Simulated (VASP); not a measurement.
# Na3S2 (P-3m1) in VASP: a series of runs

Runs on Na3S2. Level: PBE. Tasks: single point.

All numbers are computed with VASP 6.6.1; they aren't measurements. Logs are shortened: lines on timing, memory, paths and dates and some standing lists are left out, and cuts for length are marked.

### 1 The cell of the first run

The structure is trigonal, space group P-3m1 (No. 164). The conventional cell has a = 4.229 Å, b = 4.229 Å, c = 6.580 Å, α = 90.00°, β = 90.00°, γ = 120.00°. Na (site symmetry -3m) has 6 S at 2.93 Å and 6 Na at 3.38 Å within 3.9 Å. Within 3.4 Å of Na (site symmetry 3m) lie 4 S at 2.55 to 2.63 Å and 6 Na at 3.10 to 3.38 Å. Within 3.4 Å of S (site symmetry 3m) lie 7 Na at 2.55 to 2.93 Å.

### 2 Single point, PBE

INCAR

```
  PREC = Accurate
  ENCUT = 520
  EDIFF = 1E-6
  ISMEAR = 0
  SIGMA = 0.1
  LREAL = False
  LASPH = True
  NELM = 100
  ALGO = Normal
  ISIF = 2
  LWAVE = False
  LCHARG = False
  GGA = PE
  NBANDS = 24
```

KPOINTS

```
Automatic mesh
0
Gamma
  6 6 4
```

POSCAR

```
Na3S2
1.0
    4.2291271816      0.0000000000      0.0000000000
   -2.1145635908      3.6625315751      0.0000000000
    0.0000000000      0.0000000000      6.5798349297
Na S
3 2
Direct
    0.0000000000      0.0000000000      0.0000000000
    0.3333333333      0.6666666667      0.6450000000
    0.6666666667      0.3333333333      0.3550000000
    0.3333333333      0.6666666667      0.2450000000
    0.6666666667      0.3333333333      0.7550000000
```

Potentials or basis: VASP PAW PBE potentials, release 64 (Na_pv, S).

Started as:

```console
> cat potpaw_PBE.64/Na_pv/POTCAR potpaw_PBE.64/S/POTCAR > POTCAR
> mpirun -np 1 vasp_std > vasp.out
```

OUTCAR:

```text
PREC = Accurate
   ENCUT = 520
   EDIFF = 1E-6
   ISMEAR = 0
   LREAL = False
   LASPH = True
   NELM = 100
   ISIF = 2
   GGA = PE

 ion  position               nearest neighbor table
   1  0.000  0.000  0.000-
   2  0.333  0.667  0.645-   5 2.55   5 2.55   5 2.55   4 2.63
   3  0.667  0.333  0.355-   4 2.55   4 2.55   4 2.55   5 2.63
   4  0.333  0.667  0.245-   3 2.55   3 2.55   3 2.55   2 2.63
   5  0.667  0.333  0.755-   2 2.55   2 2.55   2 2.55   3 2.63

  LATTYP: Found a hexagonal cell.
 ALAT       =     4.2291271816
 C/A-ratio  =     1.5558375634

  Lattice vectors:

 A1 = (   4.2291271816,   0.0000000000,   0.0000000000)
 A2 = (  -2.1145635908,   3.6625315751,   0.0000000000)
 A3 = (   0.0000000000,   0.0000000000,   6.5798349297)

Analysis of symmetry for initial positions (statically):
=====================================================================
 Subroutine PRICEL returns:
 Original cell was already a primitive cell.

 Routine SETGRP: Setting up the symmetry group for a
 hexagonal supercell.

 Subroutine GETGRP returns: Found 12 space group operations
 (whereof 12 operations were pure point group operations)
 out of a pool of 24 trial point group operations.

The static configuration has the point symmetry D_3d.

Analysis of symmetry for dynamics (positions and initial velocities):
=====================================================================
 Subroutine PRICEL returns:
 Original cell was already a primitive cell.

 Routine SETGRP: Setting up the symmetry group for a
 hexagonal supercell.

 Subroutine GETGRP returns: Found 12 space group operations
 (whereof 12 operations were pure point group operations)
 out of a pool of 24 trial point group operations.

The dynamic configuration has the point symmetry D_3d.

 Subroutine INISYM returns: Found 12 space group operations
 (whereof 12 operations are pure point group operations),
 and found     1 'primitive' translations

----------------------------------------------------------------------------------------

                                     Primitive cell

  volume of cell :     101.9171

  direct lattice vectors                    reciprocal lattice vectors
     4.229127182  0.000000000  0.000000000     0.236455410  0.136517594  0.000000000
    -2.114563591  3.662531575  0.000000000     0.000000000  0.273035189  0.000000000
     0.000000000  0.000000000  6.579834930     0.000000000  0.000000000  0.151979497

  length of vectors
     4.229127182  4.229127182  6.579834930     0.273035189  0.273035189  0.151979497

  position of ions in fractional coordinates (direct lattice)
     0.000000000  0.000000000  0.000000000
     0.333333333  0.666666667  0.645000000
     0.666666667  0.333333333  0.355000000
     0.333333333  0.666666667  0.245000000
     0.666666667  0.333333333  0.755000000

  ion indices of the primitive-cell ions
   primitive index   ion index
                 1           1
                 2           2
                 3           3
                 4           4
                 5           5

----------------------------------------------------------------------------------------

 KPOINTS: Automatic mesh

Automatic generation of k-mesh.
 Grid dimensions read from file:
 generate k-points for:    6    6    4

 Generating k-lattice:

  Cartesian coordinates                     Fractional coordinates (reciprocal lattice)
     0.039409235  0.022752932  0.000000000     0.166666667 -0.000000000  0.000000000
     0.000000000  0.045505865  0.000000000     0.000000000  0.166666667  0.000000000
     0.000000000  0.000000000  0.037994874     0.000000000  0.000000000  0.250000000

  Length of vectors
     0.045505865  0.045505865  0.037994874

  Shift w.r.t. Gamma in fractional coordinates (k-lattice)
     0.000000000  0.000000000  0.000000000

 Subroutine IBZKPT returns following result:
 ===========================================

 Found     24 irreducible k-points:

 Following reciprocal coordinates:
            Coordinates               Weight
  0.000000  0.000000  0.000000      1.000000
  0.166667 -0.000000  0.000000      6.000000
  0.333333 -0.000000  0.000000      6.000000
  0.500000 -0.000000  0.000000      3.000000
  0.166667  0.166667  0.000000      6.000000
  0.333333  0.166667  0.000000     12.000000
[... 16 lines left out ...]
  0.333333  0.166667  0.500000     12.000000
  0.333333  0.333333  0.500000      2.000000
   k-points           NKPTS =     24   k-points in BZ     NKDIM =     24   number of bands    NBANDS=     24
   number of dos      NEDOS =    301   number of ions     NIONS =      5
   total plane-waves  NPLWV =  51200
   dimension x,y,z NGX =    32 NGY =   32 NGZ =   50
   dimension x,y,z NGXF=    64 NGYF=   64 NGZF=  100
   ions per type =               3   2
   NGX,Y,Z   is equivalent  to a cutoff of  12.58, 12.58, 12.63 a.u.
   NGXF,Y,Z  is equivalent  to a cutoff of  25.16, 25.16, 25.27 a.u.
 SYSTEM =  unknown system
   PREC   = accura    normal or accurate (medium, high low for compatibility)
   ISTART =      0    job   : 0-new  1-cont  2-samecut
   ICHARG =      2    charge: 1-file 2-atom 10-const
   ISPIN  =      1    spin polarized calculation?
   LNONCOLLINEAR =      F non collinear calculations
   LSORBIT =      F    spin-orbit coupling
   LASPH  =      T    aspherical Exc in radial PAW
   ENCUT  =  520.0 eV  38.22 Ry    6.18 a.u.   7.86  7.86 12.23*2*pi/ulx,y,z
   NELM   =    100;   NELMIN=  2; NELMDL= -5     # of ELM steps
   EDIFF  = 0.1E-05   stopping-criterion for ELM
   LREAL  =      F    real-space projection
   EDIFFG = 0.1E-04   stopping-criterion for IOM
   NSW    =      0    number of steps for IOM
   IBRION =     -1    ionic relax: 0-MD 1-quasi-New 2-CG
   NFREE  =      0    steps in history (QN), initial steepest desc. (CG)
   ISIF   =      2    stress and relaxation
   ISYM   =      2    0-nonsym 1-usesym 2-fastsym
   POTIM  = 0.5000    time-step for ionic-motion
   TEBEG  =    0.0;   TEEND  =   0.0 temperature during run
   PSTRESS=    0.0 pullay stress
   NELECT =      33.0000    total number of electrons
   NUPDOWN=      -1.0000    fix difference up-down
   EMIN   =  10.00;   EMAX   =-10.00  energy-range for DOS
   EFERMI =   0.00;   METHOD = LEGACY
   ISMEAR =     0;   SIGMA  =   0.10  broadening in eV -4-tet -1-fermi 0-gaus
   EFERMI_NEDOS =   21; number of points for ismear=-14 and -15
   IALGO  =     38    algorithm
   IMIX   =      4    mixing-type and parameters
     AMIX     =   0.40;   BMIX     =  1.00
     AMIX_MAG =   1.60;   BMIX_MAG =  1.00
  volume/ion in A,a.u.               =      20.38       137.55
  Fermi-wavevector in a.u.,A,eV,Ry     =   1.124166  2.124366 17.194351  1.263749
  Thomas-Fermi vector in A             =   2.260836
   LORBIT       =      0    0 simple, 1 ext, 2 COOP (PROOUT), +10 PAW based schemes
   GGA     = PE    functional components
   LHFCALC =     F    Hartree Fock is set to
   AEXX    =    0.0000 exact exchange contribution
   IVDW    =     0    specifies the selected vdW correction
   LEPSILON=     F    determine dielectric tensor
   LRPA    =     F    only Hartree local field effects (RPA)
 non-spin polarized calculation
 Gauss-broadening in eV      SIGMA  =   0.10
  energy-cutoff  :      520.00
  volume of cell :      101.92
 maximum number of plane-waves:      2764
   NGX = 15   NGY = 15   NGZ = 25

 number of electron      33.0000000 magnetization

 Free energy of the ion-electron system (eV)
  ---------------------------------------------------
  ext. energy  EPLUGINS =         0.00000000
  ---------------------------------------------------
  free energy    TOTEN  =       -15.46033949 eV

  energy without entropy =      -15.41846756  energy(sigma->0) =      -15.43940352

 E-fermi :   0.8421     XC(G=0):  -8.5263

 val. band max:        0.8216804866   @ k =   0.3333   0.3333   0.5000
 cond. band min:       0.8512243975   @ k =   0.3333  -0.0000   0.0000
 fundamental gap:      0.0295439108
 Fermi energy:         0.8420816977

 k-point     1 :       0.0000    0.0000    0.0000
  band No.  band energies     occupation
      1     -21.0392      2.00000
      2     -21.0128      2.00000
      3     -21.0128      2.00000
      4     -20.7797      2.00000
      5     -20.7613      2.00000
      6     -20.7613      2.00000
[... 16 lines left out ...]
     23      10.0782      0.00000
     24      10.1003      0.00000

 k-point     2 :       0.1667   -0.0000    0.0000
  band No.  band energies     occupation
      1     -21.0387      2.00000
      2     -21.0160      2.00000
      3     -21.0136      2.00000
      4     -20.7816      2.00000
      5     -20.7734      2.00000
      6     -20.7639      2.00000
[... 16 lines left out ...]
     23       9.8859      0.00000
     24       9.9769      0.00000

 k-point     3 :       0.3333   -0.0000    0.0000
  band No.  band energies     occupation
      1     -21.0373      2.00000
      2     -21.0221      2.00000
      3     -21.0151      2.00000
      4     -20.7938      2.00000
      5     -20.7865      2.00000
      6     -20.7687      2.00000
[... 16 lines left out ...]
     23       9.4349      0.00000
     24      10.2904      0.00000

 k-point     4 :       0.5000   -0.0000    0.0000
  band No.  band energies     occupation
      1     -21.0364      2.00000
      2     -21.0250      2.00000
      3     -21.0159      2.00000
      4     -20.8025      2.00000
      5     -20.7905      2.00000
      6     -20.7709      2.00000
[... 16 lines left out ...]
     23      10.0080      0.00000
     24      10.2712      0.00000

 k-point     5 :       0.1667    0.1667    0.0000
  band No.  band energies     occupation
      1     -21.0376      2.00000
      2     -21.0201      2.00000
      3     -21.0153      2.00000
      4     -20.7867      2.00000
      5     -20.7861      2.00000
      6     -20.7693      2.00000
[... 16 lines left out ...]
     23       9.5824      0.00000
     24      10.2931      0.00000

 k-point     6 :       0.3333    0.1667    0.0000
  band No.  band energies     occupation
      1     -21.0362      2.00000
      2     -21.0235      2.00000
      3     -21.0174      2.00000
      4     -20.7985      2.00000
      5     -20.7922      2.00000
      6     -20.7751      2.00000
[... 16 lines left out ...]
     23       9.7450      0.00000
     24      10.0558      0.00000
[... 379 lines left out ...]
 k-point    21 :       0.5000   -0.0000    0.5000
  band No.  band energies     occupation
      1     -21.0364      2.00000
      2     -21.0260      2.00000
      3     -21.0157      2.00000
      4     -20.7994      2.00000
      5     -20.7931      2.00000
      6     -20.7720      2.00000
[... 16 lines left out ...]
     23      10.2857      0.00000
     24      10.8691      0.00000

 k-point    22 :       0.1667    0.1667    0.5000
  band No.  band energies     occupation
      1     -21.0371      2.00000
      2     -21.0202      2.00000
      3     -21.0154      2.00000
      4     -20.7885      2.00000
      5     -20.7871      2.00000
      6     -20.7685      2.00000
[... 16 lines left out ...]
     23       9.4725      0.00000
     24      10.1407      0.00000

 k-point    23 :       0.3333    0.1667    0.5000
  band No.  band energies     occupation
      1     -21.0363      2.00000
      2     -21.0244      2.00000
      3     -21.0176      2.00000
      4     -20.7969      2.00000
      5     -20.7926      2.00000
      6     -20.7741      2.00000
[... 16 lines left out ...]
     23       9.8595      0.00000
     24      10.5653      0.00000

 k-point    24 :       0.3333    0.3333    0.5000
  band No.  band energies     occupation
      1     -21.0361      2.00000
      2     -21.0222      2.00000
      3     -21.0222      2.00000
      4     -20.7952      2.00000
      5     -20.7952      2.00000
      6     -20.7783      2.00000
[... 16 lines left out ...]
     23      10.2836      0.00000
     24      10.3263      0.00000

------------------------ aborting loop because EDIFF is reached ----------------------------------------

  FORCE on cell =-STRESS in cart. coord.  units (eV):
  Direction    XX          YY          ZZ          XY          YZ          ZX
  --------------------------------------------------------------------------------------
  -------------------------------------------------------------------------------------
  Total        5.2860716      5.2860716      3.5605223      0.0000000      0.0000000      0.0000000
  in kB       83.0991356     83.0991356     55.9728183      0.0000000      0.0000000      0.0000000
  external PRESSURE =      74.0570298 kB  Pullay stress =       0.0000000 kB

 VOLUME and BASIS-vectors are now :
 -----------------------------------------------------------------------------
  energy-cutoff  :      520.00
  volume of cell :      101.92
      direct lattice vectors                 reciprocal lattice vectors
     4.229127182  0.000000000  0.000000000     0.236455410  0.136517594  0.000000000
    -2.114563591  3.662531575  0.000000000     0.000000000  0.273035189  0.000000000
     0.000000000  0.000000000  6.579834930     0.000000000  0.000000000  0.151979497

 POSITION                                       TOTAL-FORCE (eV/Angst)
 -----------------------------------------------------------------------------------
      0.00000      0.00000      0.00000         0.000000      0.000000      0.000000
     -0.00000      2.44169      4.24399        -0.000000      0.000000      0.140745
      2.11456      1.22084      2.33584         0.000000     -0.000000     -0.140745
     -0.00000      2.44169      1.61206         0.000000     -0.000000     -0.914870
      2.11456      1.22084      4.96778         0.000000      0.000000      0.914870
 -----------------------------------------------------------------------------------
    total drift:                               -0.000000      0.000000      0.000000

  FREE ENERGIE OF THE ION-ELECTRON SYSTEM (eV)
  ---------------------------------------------------
  free  energy   TOTEN  =       -15.4603394938 eV

  energy  without entropy=      -15.4184675555  energy(sigma->0) =      -15.43940352
```

It took 40 s on 1 thread of Intel Xeon 6975P-C (Granite Rapids), shared host; peak memory 0.23 GiB.

What came out:

```
Free energy            : -15.4603 eV
Pressure               : 7.4 GPa
Largest force          : 0.915 eV/Å
Band gap on the k mesh : zero (an odd number of electrons rules out a gap without spin polarisation)
```

Forces in eV/Å, atoms in the order of the input:
```
Na   0.000  0.000  0.000
Na   0.000  0.000  0.141
Na   0.000  0.000 -0.141
S    0.000  0.000 -0.915
S    0.000  0.000  0.915
```

Caveat: the cell stands under pressure.

### 3 Single point, PBE

This run uses another cell than the first one, of 23.20 Å³/atom.

INCAR

```
SYSTEM = Na3S2
ALGO = Normal ; EDIFF = 1E-7
ENCUT = 520 ; GGA = PE
ISIF = 2 ; ISMEAR = 0
LASPH = .True. ; LCHARG = .False.
LREAL = .False. ; LWAVE = .False.
NBANDS = 24 ; NELM = 100
PREC = Accurate ; SIGMA = 0.1
```

KPOINTS

```
k-points
0
Gamma
  6 6 4
  0 0 0
```

POSCAR

```
Na3S2
1.0
    4.6985047872      0.0000000000      0.0000000000
   -2.3492523936      4.0690245056      0.0000000000
    0.0000000000      0.0000000000      6.0673258487
Na S
3 2
Direct
    0.0000000000      0.0000000000      0.0000000000
    0.3333333333      0.6666666667      0.6887198199
    0.6666666667      0.3333333333      0.3112801801
    0.3333333333      0.6666666667      0.2185900656
    0.6666666667      0.3333333333      0.7814099344
```

Potentials or basis: VASP PAW PBE potentials, release 64 (Na_pv, S).

Started as:

```console
> cat potpaw_PBE.64/Na_pv/POTCAR potpaw_PBE.64/S/POTCAR > POTCAR
> mpirun -np 1 vasp_std > vasp.out
```

Run time: 53 s. Hardware: 1 thread of Intel Xeon 6975P-C (Granite Rapids), shared host; peak memory 0.24 GiB.

It converged, with:

```
Free energy            : -16.0647 eV
Pressure               : 0.1 GPa
Largest force          : 0.010 eV/Å
Band gap on the k mesh : zero (an odd number of electrons rules out a gap without spin polarisation)
```

Forces in eV/Å, atoms in the order of the input:
```
Na   0.000  0.000  0.000
Na   0.000  0.000 -0.008
Na   0.000  0.000  0.008
S    0.000  0.000 -0.010
S    0.000  0.000  0.010
```

Stress tensor (GPa, compression positive):
```
 0.18  0.00  0.00
 0.00  0.18  0.00
 0.00  0.00 -0.05
```

Levels at points of the mesh, in eV from the Fermi level:
| k point | band 15 | band 16 | band 17 | band 18 | band 19 | band 20 |
| --- | --- | --- | --- | --- | --- | --- |
| (0.00, 0.00, 0.00) | -0.11 | -0.11 | 0.29 | 3.14 | 5.15 | 7.35 |
| (0.50, 0.00, 0.00) | -0.79 | -0.39 | -0.07 | 5.05 | 5.82 | 6.07 |
| (0.00, 0.00, 0.50) | -0.56 | -0.24 | -0.24 | 4.76 | 4.84 | 7.19 |
| (0.50, 0.00, 0.50) | -0.37 | -0.16 | -0.12 | 5.00 | 5.36 | 7.22 |
